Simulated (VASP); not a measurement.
Wanted: the native input for a VASP 6.6.1 run.

- Task: relaxation of cell and atoms
- Functional: PBE
- Potentials or basis: VASP PAW PBE potentials, release 64 (W_sv)
- Cutoff: 600 eV
- k mesh: 17 × 17 × 9
- Occupations: fermi-dirac, width 0.1 eV
- Spin: no spin polarisation
- Target pressure: 190 GPa
- Dipole correction: no
- Further INCAR settings: ALGO = Normal; EDIFF = 1e-07; IBRION = 2; EDIFFG = -0.005; NSW = 32; ISIF = 3

The structure of W lies in POSCAR:

```
W
1.0
    2.5545517497      0.0000000000      0.0000000000
   -1.2772758748      2.2123067105      0.0000000000
    0.0000000000      0.0000000000      4.1065035455
W
2
Direct
    0.3333333333      0.6666666667      0.2500000000
    0.6666666667      0.3333333333      0.7500000000
```

This isn't the form of W at room conditions, which is bcc.

One way to write it, as run:

INCAR

```
SYSTEM = W
PREC = Accurate ; ENCUT = 600
EDIFF = 1E-7 ; ISMEAR = -1
SIGMA = 0.1 ; LREAL = .FALSE.
LASPH = .TRUE. ; NELM = 60
ALGO = Normal ; ISIF = 3
LWAVE = .FALSE. ; LCHARG = .FALSE.
GGA = PE ; IBRION = 2
NSW = 32 ; EDIFFG = -0.005
PSTRESS = 1900.0
```

KPOINTS

```
Automatic mesh
0
G
  17 17 9
  0 0 0
```

Potentials or basis: VASP PAW PBE potentials, release 64 (W_sv).

The run is started by

```sh
$ cat potpaw_PBE.64/W_sv/POTCAR > POTCAR
$ mpirun -np 1 vasp_std > vasp.out
```

It gave:

| Quantity | Value |
| --- | --- |
| Relaxed volume | 11.67 Å³/atom |
| Relaxed cell | a = 2.553 Å, b = 2.553 Å, c = 4.136 Å, α = 90.00°, β = 90.00°, γ = 120.00° |
| Space group after relaxing (to 0.1 Å) | P6_3/mmc (No. 194) |
| Energy change on relaxing (the run minimises the enthalpy) | -84.1 meV/atom |
| Ionic steps | 10 |
| Pressure after relaxing | 190.0 GPa |
| Band gap on the k mesh | zero (bands 14 and 15 overlap by 3.41 eV) |

Caveat: the cell is relaxed towards a set pressure, so the run minimises the enthalpy, not the energy; spin-orbit coupling is left out, which moves the levels of the heavy elements.

It took 7.7 min on 1 thread of AMD EPYC 7R13, with other jobs on the host, peak memory 0.18 GiB.
